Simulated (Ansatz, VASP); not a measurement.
## One calculation of GaSb, two programs

POSCAR

```
GaSb
1.0
    0.0000000000      3.0590000000      3.0590000000
    3.0590000000      0.0000000000      3.0590000000
    3.0590000000      3.0590000000      0.0000000000
Ga Sb
1 1
Direct
    0.0000000000      0.0000000000      0.0000000000
    0.7500000000      0.7500000000      0.7500000000
```

File INCAR.step1:

```
ALGO = Normal
EDIFF = 1E-4
ENCUT = 520
GGA = PE
ISMEAR = -1
LASPH = True
LCHARG = False
LREAL = False
LWAVE = True
NBANDS = 16
NELM = 80
PREC = Accurate
SIGMA = 0.08
```

The input INCAR.step2:

```
ALGO = Normal
EDIFF = 1E-8
ENCUT = 520
ISIF = 2
ISMEAR = -1
ISTART = 1
LASPH = True
LCHARG = False
LEFG = True
LMIXTAU = True
LREAL = False
LWAVE = False
METAGGA = R2SCAN
NBANDS = 16
NELM = 80
PREC = Accurate
SIGMA = 0.08
```

KPOINTS

```
k-points
0
Gamma
  12 12 12
```

Input for Ansatz:

```yaml
crystal:
  lattice:
    - [0.0, 3.059, 3.059]
    - [3.059, 0.0, 3.059]
    - [3.059, 3.059, 0.0]
  atoms:
    - { symbol: Ga, position: [0.0, 0.0, 0.0] }
    - { symbol: Sb, position: [0.75, 0.75, 0.75] }
kpoints:
  mp_grid: { grid: [12, 12, 12] }
  band_path:
    path:
      - [0.0, 0.0, 0.0]
      - [-0.5, -0.5, 0.0]
      - [-0.375, -0.375, 0.25]
      - [-0.375, 0.0, 0.375]
      - [0.0, 0.0, 0.0]
      - [0.0, 0.0, 0.5]
      - [-0.5, -0.25, 0.25]
      - [-0.5, -0.5, 0.0]
    npoints: 5
scf:
  occupations: { method: fermi_dirac, width: 0.08 }
hamiltonian:
  xc: r2scan
  pseudopotentials: { kind: paw }
output:
  forces: true
  stress: true
  eigenvalues: true
  efg: { contact_densities: true }
  write_density: true
  write_potential: true
  elf: true
  volumetric_format: npy
```

Alike in both runs: task electric field gradients; functional r2SCAN; k mesh 12 × 12 × 12; occupations fermi-dirac, width 0.08 eV; no spin polarisation.

|  | VASP | Ansatz |
| --- | --- | --- |
| version | VASP 6.6.1 | Ansatz 0.2.0 |
| potentials or method | VASP PAW PBE potentials, release 64 (Ga_d, Sb) | PAW with Ansatz's default frozen-core files, scalar-relativistic |
| plane-wave cutoff (eV) | 520 | 500 |
| valence electrons in the cell | 18 | 28 |

```tsv
	VASP	Ansatz	Ansatz less VASP
pressure (GPa)	0.5	0.4	-0.10
```

VASP's potentials were made for PBE, not for r2SCAN. VASP's potentials hold 18 valence electrons a cell and Ansatz's 28, so a difference there can come from the potentials and not from the codes.

Neither program's run includes spin-orbit coupling.
